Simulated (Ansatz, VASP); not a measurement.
## TiAl in VASP and in Ansatz

The input POSCAR:

```
TiAl
1.0
    3.1577273571      0.0000000000      0.0000000000
    0.0000000000      3.1577273571      0.0000000000
    0.0000000000      0.0000000000      3.1577273571
Ti Al
1 1
Direct
    0.0000000000      0.0000000000      0.0000000000
    0.5000000000      0.5000000000      0.5000000000
```

The input INCAR.step1:

```
SYSTEM = TiAl
  ALGO = Normal
  EDIFF = 1E-5
  ENCUT = 520
  GGA = PE
  ISIF = 2
  ISMEAR = -1
  LASPH = .TRUE.
  LCHARG = .FALSE.
  LREAL = .FALSE.
  LWAVE = .TRUE.
  NBANDS = 14
  NELM = 60
  PREC = Accurate
  SIGMA = 0.05
```

File INCAR.step2:

```
SYSTEM = TiAl
  AEXX = 0.25
  ALGO = Normal
  EDIFF = 1E-7
  ENCUT = 520
  GGA = PE
  ISIF = 2
  ISMEAR = -1
  ISTART = 1
  LASPH = .TRUE.
  LCHARG = .FALSE.
  LHFCALC = .TRUE.
  LREAL = .FALSE.
  LWAVE = .FALSE.
  NBANDS = 14
  NELM = 60
  PREC = Accurate
  PRECFOCK = Normal
  SIGMA = 0.05
```

The input KPOINTS:

```
k-points
0
G
  4 4 4
  0 0 0
```

The input input.yaml:

```yaml
crystal:
  lattice:
    - [3.1577273571, 0.0, 0.0]
    - [0.0, 3.1577273571, 0.0]
    - [0.0, 0.0, 3.1577273571]
  atoms:
    - { symbol: Ti, position: [0.0, 0.0, 0.0] }
    - { symbol: Al, position: [0.5, 0.5, 0.5] }
hamiltonian:
  xc: pbe0
  pseudopotentials: { kind: paw }
kpoints:
  mp_grid: { grid: [4, 4, 4] }
scf:
  occupations: { method: fermi_dirac, width: 0.05 }
output:
  forces: true
  stress: true
  eigenvalues: true
  write_density: true
  write_potential: true
  elf: true
  volumetric_format: npy
```

Alike in both runs: task single point; functional PBE0; k mesh 4 × 4 × 4; occupations fermi-dirac, width 0.05 eV; no spin polarisation.

```csv
,VASP,Ansatz
version,VASP 6.6.1,Ansatz 0.2.0
potentials or method,"VASP PAW PBE potentials, release 64 (Ti_sv, Al)",Ansatz PAW
plane-wave cutoff (eV),520,420
valence electrons in the cell,15,15
```

VASP gave:

```
gap on the k mesh at the Fermi level (eV) : none
pressure (GPa)                            : 1.4
```

Question: Estimate Ansatz's values.

Answer: gap on the k mesh at the Fermi level (eV): none; pressure (GPa): 1.7.

A gap of «none» marks a metal or a gap that the smearing closes. With one functional, cell and mesh, what is left measures potentials, basis and numerics.

The k mesh is coarse, so the values compare programs but aren't converged.
